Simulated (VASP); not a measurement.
YbB2, 3 atoms in the cell. The structure is hexagonal, space group P6/mmm (No. 191). The conventional cell has a = 3.133 Å, b = 3.133 Å, c = 3.718 Å, α = 90.00°, β = 90.00°, γ = 120.00°. Yb (site symmetry 6/mmm) has 12 B at 2.59 Å and 6 Yb at 3.13 Å within 3.4 Å. B (site symmetry -6m2) has 3 B at 1.81 Å within 2.4 Å. 

```yaml
Program: VASP 6.6.1
Task: relaxation of shape and atoms at fixed volume
Functional: PBE
Potentials_or_basis: VASP PAW PBE potentials, release 64 (Yb, B)
Cutoff: 600 eV
k_mesh: 21 × 21 × 16
Occupations: gaussian, width 0.03 eV
Spin: no spin polarisation
Dipole_correction: no
Further_INCAR_settings: ALGO = Normal; EDIFF = 1e-07; IBRION = 2; EDIFFG = -0.01; NSW = 50; ISIF = 4
```

Potentials or basis: VASP PAW PBE potentials, release 64 (Yb, B).

Run with:

```console
$ cat potpaw_PBE.64/Yb/POTCAR potpaw_PBE.64/B/POTCAR > POTCAR
$ mpirun -np 1 vasp_std > vasp.out
```

Hardware: 1 thread of Intel(R) Xeon(R) 6975P-C (Granite Rapids) (shared host).

How long does it take, and how much memory?

It took 10 min on 1 thread of Intel(R) Xeon(R) 6975P-C (Granite Rapids), on a shared host, peak memory 0.5 GiB. Counts: scf iterations 52, k points 432, ion steps 1.
